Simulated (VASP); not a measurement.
# Si62B (a cell with a defect) in VASP: notebook, part 3 of 3

VASP 6.6.1. Earlier steps stand in the parts before.

## Step 4: Single point, LDA, collinear spin, zero start

Contents of INCAR:

```
PREC     = Accurate       # precision mode
ENCUT    = 520            # plane-wave cutoff, eV
EDIFF    = 1E-7           # SCF threshold, eV
ISMEAR   = -1             # smearing method
SIGMA    = 0.05           # smearing width, eV
LREAL    = Auto         
LASPH    = True           # aspherical terms in the spheres
NELM     = 150            # most SCF steps
ALGO     = Normal         # electronic algorithm
ISIF     = 2              # what is computed and relaxed
LWAVE    = False          # write WAVECAR
LCHARG   = False          # write CHGCAR
ISPIN    = 2              # spin polarisation
MAGMOM   = 0 0 0 0 0 0 0 0 0 0 0 0 0 0 0 0 0 0 0 0 0 0 0 0 0 0 0 0 0 0 0 0 0 0 0 0 0 0 0 0 0 0 0 0 0 0 0 0 0 0 0 0 0 0 0 0 0 0 0 0 0 0 0 # initial moments
LORBIT   = 11             # projections on sites
GGA      = CA             # functional
NBANDS   = 166            # bands
NELECT   = 249.0
```

Contents of KPOINTS:

```
regular mesh
0
Gamma
  1 1 1
```

Contents of POSCAR:

```
Si62B
1.0
   10.8600000000      0.0000000000      0.0000000000
    0.0000000000     10.8600000000      0.0000000000
    0.0000000000      0.0000000000     10.8600000000
Si B
62 1
Direct
    0.5073335175     -0.0008744936      0.0026092081
    0.6460985267      0.1120238490      0.1289247698
    0.7486222836      0.2535694291     -0.0006221915
    0.8765824125      0.3756493554      0.1243730203
    0.8749313996      0.1125694291      0.3556244936
   -0.0226776243      0.0005413444      0.0241637201
    0.1233968692      0.1262053407      0.1280703499
    0.2517605893      0.2471039595     -0.0018262431
    0.3785143646      0.3696284530      0.1267408840
    0.4972400552      0.5012031308     -0.0009810313
    0.6248816759      0.6247124309      0.1277678637
    0.7463746777      0.7393257827     -0.0071864641
    0.2510651934      0.0012241252      0.2502011971
    0.3767438306      0.1248605893      0.3757443831
    0.5084223757      0.2404605893      0.2479993554
    0.6270573665      0.3696654696      0.3735464088
    0.7503430018      0.4983195212      0.2502054328
    0.8718555249      0.6273013812      0.3740367403
    0.5021032228     -0.0018211786      0.4978926335
    0.6256171271      0.1241740331      0.6226422652
    0.7532831492      0.2399978821      0.4910455801
    0.8741597606      0.3691456722      0.6204230203
    0.7506205341      0.0010190608      0.7494367403
    0.8717653775      0.1257902394      0.8784248619
    0.0024926335      0.4983188766     -0.0018806630
    0.1251704420      0.6243180479      0.1241262431
    0.2465030387      0.7549366483      0.0015580110
    0.3765113260      0.8761528545      0.1252542357
    0.0030709024      0.2543223757      0.2516381215
    0.1266876611      0.3785464088      0.3783072744
    0.2536828729      0.4996537753      0.2511240331
    0.3790191529      0.6263768877      0.3746761510
    0.5051425414      0.7561655617      0.2510366483
    0.6415546961      0.8908445672      0.3588838858
    0.0000509208     -0.0005057090      0.4949442910
    0.1253322284      0.1229675875      0.6238579190
    0.2514091160      0.2506954880      0.5007347145
    0.3756354512      0.3758345304      0.6253686924
    0.5023155617      0.4974025783      0.4977911602
    0.6251093923      0.6262170350      0.6212290055
    0.7486695212      0.7566465009      0.4956747698
    0.8755358195      0.8762463168      0.6238659300
    0.2440028545     -0.0011469613      0.7575511050
    0.3787069061      0.1221312155      0.8761130755
    0.5005934622      0.2494075506      0.7484815838
    0.6223014733      0.3767591160      0.8739298343
    0.7482887661      0.4972220994      0.7448182320
    0.8769564457      0.6209668508      0.8718037753
    0.0012845304      0.7465544199      0.2495895028
    0.1251147330      0.8733786372      0.3719045120
    0.0003375691      0.5029813076      0.5018424494
    0.1237279926      0.6279472376      0.6284459484
    0.2504127993      0.7473538674      0.5002527624
    0.3719335175      0.8752180479      0.6279023020
    0.0015586556      0.2472411602      0.7497515654
    0.1267674954      0.3722409761      0.8739637201
    0.2497942910      0.5007077348      0.7502007366
    0.3709586556      0.6277060773      0.8767883057
    0.4990250460      0.7469724678      0.7496792818
    0.6276857274      0.8733500921      0.8744146409
   -0.0007728361      0.7547963168      0.7534584715
    0.1096858195      0.8818307551      0.8908471455
    0.7605624309      0.0201080110      0.2426525783
```

Potentials or basis: VASP PAW LDA potentials, release 64 (Si, B).

Started as:

```sh
$ cat potpaw_LDA.64/Si/POTCAR potpaw_LDA.64/B/POTCAR > POTCAR
$ mpirun -np 1 vasp_gam > vasp.out
```

OUTCAR:

```text
PREC = Accurate
   ENCUT = 520
   EDIFF = 1E-7
   ISMEAR = -1
   LREAL = Auto
   LASPH = True
   NELM = 150
   ISIF = 2
   ISPIN = 2
   LORBIT = 11
   GGA = CA
   NELECT = 249.0

 ion  position               nearest neighbor table
   1  0.507  0.999  0.003-  60 2.35  28 2.36  44 2.37   2 2.38
   2  0.646  0.112  0.129-  63 2.02   3 2.36   1 2.38  15 2.42
   3  0.749  0.254  0.999-  24 2.33  46 2.35   4 2.35   2 2.36
   4  0.877  0.376  0.124-  17 2.35  25 2.35   3 2.35  29 2.35
   5  0.875  0.113  0.356-  63 2.01  29 2.36  35 2.38  21 2.41
   6  0.977  0.001  0.024-   7 2.38  24 2.38  62 2.41
   7  0.123  0.126  0.128-  29 2.33  13 2.35   6 2.38   8 2.38
   8  0.252  0.247  0.998-  44 2.35  56 2.35   9 2.37   7 2.38
   9  0.379  0.370  0.127-   8 2.37  10 2.37  31 2.38  15 2.39
[... 669 lines left out ...]
     10.61372      0.00588      0.26242         0.418066     -0.187856     -0.423977
[... 55 lines left out ...]
      1.19119      9.57668      9.67460         0.148721     -0.016961     -0.149522
      8.25971      0.21837      2.63521        -1.312843     -0.318660      1.247815
 -----------------------------------------------------------------------------------
    total drift:                                0.016177     -0.001503     -0.009489

  FREE ENERGIE OF THE ION-ELECTRON SYSTEM (eV)
  ---------------------------------------------------
  free  energy   TOTEN  =      -377.2516108612 eV

  energy  without entropy=     -377.1219032571  energy(sigma->0) =     -377.18675706

 total charge

# of ion       s       p       d       tot
------------------------------------------
    1        0.748   0.944   0.000   1.691
    2        0.746   0.934   0.000   1.680
    3        0.748   0.958   0.000   1.705
    4        0.746   0.957   0.000   1.703
    5        0.745   0.937   0.000   1.682
    6        0.795   0.811   0.000   1.606
[... 55 lines left out ...]
   62        0.751   0.916   0.000   1.668
   63        0.681   0.978   0.000   1.659
--------------------------------------------------
tot         47.235  59.091   0.000 106.327

 magnetization (x)

# of ion       s       p       d       tot
------------------------------------------
    1        0.000   0.000   0.000   0.000
    2        0.000   0.000   0.000   0.000
    3       -0.000  -0.000   0.000  -0.000
    4        0.000   0.000   0.000   0.000
    5        0.000   0.000   0.000   0.000
    6        0.000   0.000   0.000   0.000
[... 55 lines left out ...]
   62       -0.000  -0.000   0.000  -0.000
   63        0.000   0.000   0.000   0.000
--------------------------------------------------
tot         -0.000   0.000   0.000   0.000
```

OSZICAR:

```text
N       E                     dE             d eps       ncg     rms          rms(c)
DAV:   1     0.119019674604E+04    0.11902E+04   -0.10727E+05   664   0.131E+03
DAV:   2    -0.216082819868E+03   -0.14063E+04   -0.13225E+04   866   0.213E+02
DAV:   3    -0.380345422867E+03   -0.16426E+03   -0.15807E+03   832   0.630E+01
DAV:   4    -0.385793394724E+03   -0.54480E+01   -0.54122E+01   792   0.137E+01
DAV:   5    -0.385937099667E+03   -0.14370E+00   -0.14334E+00   808   0.250E+00    0.279E+01
DAV:   6    -0.379743699637E+03    0.61934E+01   -0.63900E+00   848   0.398E+00    0.167E+01
DAV:   7    -0.377266161899E+03    0.24775E+01   -0.66935E+00   736   0.395E+00    0.263E+00
DAV:   8    -0.377256777185E+03    0.93847E-02   -0.46649E-01   784   0.126E+00    0.113E+00
DAV:   9    -0.377252386853E+03    0.43903E-02   -0.43230E-02   752   0.420E-01    0.549E-01
DAV:  10    -0.377251253333E+03    0.11335E-02   -0.12998E-02   760   0.189E-01    0.268E-01
DAV:  11    -0.377251529971E+03   -0.27664E-03   -0.12479E-03   800   0.689E-02    0.147E-01
DAV:  12    -0.377251585667E+03   -0.55696E-04   -0.11436E-04   784   0.218E-02    0.817E-02
DAV:  13    -0.377251609981E+03   -0.24314E-04   -0.34649E-05   832   0.122E-02    0.206E-02
DAV:  14    -0.377251611265E+03   -0.12842E-05   -0.97088E-06   800   0.586E-03    0.719E-03
DAV:  15    -0.377251610895E+03    0.37016E-06   -0.15259E-06   792   0.241E-03    0.413E-03
DAV:  16    -0.377251610861E+03    0.33768E-07   -0.47289E-07   704   0.122E-03
   1 F= -.37725161E+03 E0= -.37718676E+03  d E =-.129708E+00  mag=     0.0000
```

Run time: 10 min. Hardware: 1 thread of Intel Xeon Platinum 8259CL at 2.50GHz (Skylake/Cascade Lake), shared host; peak memory 0.92 GiB.

Results:

```
Free energy                                           : -377.2516 eV
Largest force                                         : 1.839 eV/Å
Net moment                                            : 0.00 μB per cell
Valence electrons inside the program's atomic spheres : Si 1.69, 1.68, 1.71, 1.70, 1.61, 1.65, 1.62, 1.67, 1.64 (each value once); B 1.66
```

Forces on the atoms (eV/Å):
```
Si  -0.028  0.011  0.007
Si  -0.109  0.094 -0.015
Si   0.003 -0.032  0.022
Si  -0.003  0.015 -0.001
Si  -0.055  0.066  0.087
Si   0.418 -0.188 -0.424
Si  -0.029 -0.041  0.008
Si  -0.015 -0.012  0.002
Si  -0.023  0.021 -0.014
Si   0.024 -0.005 -0.020
Si  -0.014  0.020  0.019
Si  -0.025 -0.010 -0.039
Si   0.017 -0.008 -0.010
Si   0.010 -0.004  0.008
Si  -0.057  0.061  0.000
Si  -0.006  0.017  0.009
Si   0.005  0.010 -0.010
Si  -0.022 -0.011  0.030
Si   0.111 -0.009 -0.105
Si  -0.015  0.002  0.005
Si  -0.005  0.065  0.067
Si   0.004  0.031  0.042
Si   0.010 -0.009 -0.015
Si  -0.003 -0.041  0.020
Si   0.002 -0.005  0.000
Si   0.065 -0.029 -0.046
Si   0.049 -0.028 -0.032
Si   0.017 -0.011  0.003
Si  -0.051 -0.051 -0.001
Si  -0.016 -0.032 -0.042
Si   0.024 -0.001  0.034
Si   0.044  0.042 -0.026
Si   0.075  0.068  0.038
Si   0.395  0.330 -0.371
Si  -0.033  0.012  0.004
Si  -0.003 -0.009 -0.012
Si  -0.001 -0.014 -0.007
Si   0.000  0.002  0.000
Si   0.000  0.008  0.002
Si   0.031  0.039 -0.039
Si  -0.027  0.052 -0.062
Si  -0.002 -0.012 -0.009
Si   0.073  0.002 -0.084
Si  -0.014 -0.002 -0.006
Si   0.000 -0.004  0.008
Si   0.039 -0.012  0.010
Si  -0.020  0.029 -0.001
Si   0.024  0.016 -0.014
Si   0.107 -0.071  0.041
Si   0.027  0.027  0.043
Si   0.028 -0.016 -0.017
Si   0.006 -0.015 -0.021
Si   0.020 -0.011 -0.008
Si   0.078  0.037 -0.079
Si   0.009 -0.013  0.005
Si  -0.006  0.002  0.004
Si   0.003 -0.009 -0.002
Si   0.024 -0.014 -0.008
Si   0.010 -0.010 -0.022
Si  -0.032  0.019 -0.013
Si   0.030 -0.027 -0.041
Si   0.149 -0.017 -0.150
B   -1.313 -0.319  1.248
```

Caveat: the k points lie up to 0.58 Å⁻¹ apart; the cell carries a net charge on a neutralising background, which shifts energy and pressure; the cell is charged against a uniform background, so pressure and absolute levels hang on convention.

## Step 5: Single point, LDA, collinear spin, zero start

Contents of INCAR:

```
SYSTEM = Si62B
  PREC = Accurate
  ENCUT = 520
  EDIFF = 1E-7
  ISMEAR = -1
  SIGMA = 0.05
  LREAL = Auto
  LASPH = .TRUE.
  NELM = 150
  ALGO = Normal
  ISIF = 2
  LWAVE = .FALSE.
  LCHARG = .FALSE.
  ISPIN = 2
  MAGMOM = 0 0 0 0 0 0 0 0 0 0 0 0 0 0 0 0 0 0 0 0 0 0 0 0 0 0 0 0 0 0 0 0 0 0 0 0 0 0 0 0 0 0 0 0 0 0 0 0 0 0 0 0 0 0 0 0 0 0 0 0 0 0 0
  LORBIT = 11
  GGA = CA
  NELECT = 249.0
  NBANDS = 166
```

Contents of KPOINTS:

```
Automatic mesh
0
G
  1 1 1
  0 0 0
```

Contents of POSCAR:

```
Si62B
1.0
   10.8600000000      0.0000000000      0.0000000000
    0.0000000000     10.8600000000      0.0000000000
    0.0000000000      0.0000000000     10.8600000000
Si B
62 1
Direct
    0.5085935543     -0.0015943831      0.0020926335
    0.6504863720      0.1077407919      0.1289697974
    0.7483674033      0.2548145488     -0.0021426335
    0.8769942910      0.3745899632      0.1240420810
    0.8773832413      0.1093648250      0.3521050645
   -0.0394732044      0.0079717311      0.0413605893
    0.1250036832      0.1276066298      0.1272690608
    0.2525532228      0.2470345304     -0.0020897790
    0.3797466851      0.3683290976      0.1265764273
    0.4963937385      0.5011382136     -0.0003726519
    0.6258313076      0.6234885820      0.1265299263
    0.7474958564      0.7392807551     -0.0056565378
    0.2505390424      0.0011839779      0.2503987109
    0.3765299263      0.1244787293      0.3751760589
    0.5109733886      0.2375593923      0.2478079190
    0.6276687845      0.3686552486      0.3728930018
    0.7503274401      0.4976704420      0.2504541436
    0.8730114180      0.6269688766      0.3726887661
    0.4979534070     -0.0018784530      0.5016818600
    0.6265058932      0.1235699816      0.6221751381
    0.7538356354      0.2369383057      0.4879178637
    0.8744205341      0.3675465009      0.6184722836
    0.7505398711      0.0010239411      0.7497818600
    0.8721383057      0.1271170350      0.8771762431
    0.0028500921      0.4981541436     -0.0022006446
    0.1230447514      0.6247636280      0.1254108656
    0.2447726519      0.7556439227      0.0025290055
    0.3761735727      0.8762614180      0.1248339779
    0.0057094843      0.2562697053      0.2516488950
    0.1273252302      0.3794946593      0.3795255985
    0.2530620626      0.4993865562      0.2496356354
    0.3774260589      0.6242874770      0.3754051565
    0.5024010129      0.7531186004      0.2492176796
    0.6250089319      0.8768390424      0.3743324125
    0.0016347145     -0.0012770718      0.4944822284
    0.1256753223      0.1228791897      0.6237931860
    0.2516152855      0.2509703499      0.5006813076
    0.3759131676      0.3754443831      0.6251691529
    0.5026355433      0.4966480663      0.4973465009
    0.6241169429      0.6243155617      0.6224855433
    0.7501195212      0.7540764273      0.4979174954
    0.8758346225      0.8764243094      0.6239249540
    0.2411861878     -0.0017453039      0.7607608656
    0.3795701657      0.1218309392      0.8759908840
    0.5009512891      0.2492440147      0.7479565378
    0.6211723757      0.3769252302      0.8733654696
    0.7493642726      0.4958884899      0.7443906998
    0.8762312155      0.6199122468      0.8721127072
   -0.0033781768      0.7495814917      0.2469065378
    0.1244339779      0.8719774401      0.3700163904
   -0.0006399632      0.5035198895      0.5023158379
    0.1237433702      0.6282046041      0.6289014733
    0.2498041436      0.7473708103      0.5000805709
    0.3688565378      0.8734741252      0.6308043278
    0.0013998158      0.2472402394      0.7492785451
    0.1272327808      0.3719071823      0.8735236648
    0.2498912523      0.5007518416      0.7500441989
    0.3701912523      0.6279674954      0.8768290976
    0.4989521179      0.7469127993      0.7502528545
    0.6293586556      0.8722665746      0.8748294659
   -0.0016592081      0.7556146409      0.7548031308
    0.1040972376      0.8822963168      0.8964007366
    0.8152337937      0.0330889503      0.1904606814
```

Started as:

```sh
$ cat potpaw_LDA.64/Si/POTCAR potpaw_LDA.64/B/POTCAR > POTCAR
$ mpirun -np 1 vasp_gam > vasp.out
```

It took 10 min on 1 thread of Intel Xeon Platinum 8259CL at 2.50GHz (Skylake/Cascade Lake), shared host; peak memory 0.92 GiB.

It converged, with:

```
Free energy                                           : -376.1265 eV
Largest force                                         : 0.302 eV/Å
Net moment                                            : 0.00 μB per cell
Valence electrons inside the program's atomic spheres : Si 1.69, 1.65, 1.70, 1.66, 1.58, 1.68, 1.67, 1.64, 1.63 (each value once); B 1.61
```

Forces on the atoms (eV/Å):
```
Si  -0.003 -0.008 -0.010
Si  -0.017  0.038 -0.020
Si  -0.002  0.025 -0.025
Si   0.012  0.005 -0.017
Si  -0.047  0.041  0.034
Si  -0.039 -0.004  0.032
Si  -0.023 -0.020 -0.001
Si  -0.010 -0.025  0.014
Si   0.006 -0.017 -0.006
Si  -0.005  0.007  0.004
Si  -0.005 -0.014  0.002
Si   0.040  0.000  0.020
Si   0.004 -0.014  0.001
Si   0.012 -0.012  0.001
Si  -0.003  0.010  0.003
Si  -0.005  0.008  0.007
Si  -0.006 -0.010  0.002
Si  -0.001 -0.043  0.019
Si   0.005 -0.012  0.003
Si  -0.012 -0.005  0.005
Si   0.000  0.020  0.025
Si  -0.002 -0.002  0.016
Si  -0.003 -0.010  0.000
Si   0.017 -0.018  0.005
Si   0.008 -0.016 -0.005
Si   0.067 -0.059 -0.022
Si   0.011  0.000 -0.004
Si   0.016  0.010  0.005
Si  -0.004  0.008  0.006
Si   0.003  0.000  0.000
Si   0.028 -0.028  0.004
Si   0.012  0.012 -0.008
Si   0.021  0.008 -0.005
Si   0.034  0.028 -0.017
Si  -0.016 -0.007 -0.022
Si   0.002 -0.007 -0.015
Si   0.002 -0.010 -0.003
Si   0.002  0.002 -0.003
Si   0.001  0.002  0.002
Si   0.016  0.009 -0.010
Si   0.008  0.000 -0.016
Si  -0.003  0.009 -0.009
Si  -0.011 -0.025  0.004
Si  -0.004 -0.002 -0.006
Si  -0.005  0.000  0.004
Si   0.000  0.018 -0.009
Si   0.006  0.015  0.004
Si   0.000 -0.002 -0.006
Si   0.078 -0.112 -0.015
Si   0.013  0.008  0.003
Si   0.006 -0.007  0.014
Si   0.002  0.004  0.001
Si   0.000 -0.005 -0.006
Si   0.006  0.020 -0.003
Si  -0.002 -0.026 -0.003
Si   0.000 -0.013 -0.002
Si  -0.005 -0.006  0.004
Si   0.005  0.002 -0.005
Si   0.011 -0.004  0.001
Si   0.000  0.002 -0.003
Si   0.002  0.002 -0.002
Si  -0.012  0.024  0.010
B   -0.217  0.208  0.025
```

Levels at points of the mesh, in eV from the Fermi level:
Spin up:
| k point | band 121 | band 122 | band 123 | band 124 | band 125 | band 126 | band 127 | band 128 |
| --- | --- | --- | --- | --- | --- | --- | --- | --- |
| (0.00, 0.00, 0.00) | -0.91 | -0.51 | -0.48 | -0.30 | 0.00 | 0.25 | 0.37 | 0.46 |
Spin down:
| k point | band 122 | band 123 | band 124 | band 125 | band 126 | band 127 |
| --- | --- | --- | --- | --- | --- | --- |
| (0.00, 0.00, 0.00) | -0.51 | -0.48 | -0.30 | 0.00 | 0.25 | 0.37 |

Caveat: the k points lie up to 0.58 Å⁻¹ apart; the cell carries a net charge on a neutralising background, which shifts energy and pressure; the cell is charged against a uniform background, so pressure and absolute levels hang on convention.
